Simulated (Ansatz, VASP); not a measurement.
Two plane-wave programs on C

```
C
1.0
     1.28229    0.00000    0.00000
     0.00000    4.26753    0.00000
     0.00000    0.00000    4.27648
C
1
Direct
  0.00000 0.50000 0.00000
```

Alike in both runs: functional PBE; k mesh 42 × 14 × 14; occupations gaussian, width 0.1 eV; no spin polarisation.

Ansatz relaxed the structure, and its values are those at the end. VASP's run is a single point on that final structure, the one shown.

```csv
,VASP,Ansatz
version,VASP 6.6.1,Ansatz 0.2.0
potentials or method,"VASP PAW PBE potentials, release 64 (C), cutoff 520 eV","scalar-relativistic, plane waves, PAW"
valence electrons in the cell,4,4
```

|  | VASP | Ansatz | Ansatz less VASP |
| --- | --- | --- | --- |
| gap on the k mesh at the Fermi level (eV) | none | none | - |
| pressure (GPa) | -0.1 | 0.0 | +0.10 |

A gap of «none» marks a metal or a gap that the smearing closes. Ansatz's warnings: xc potential rough in thin density.
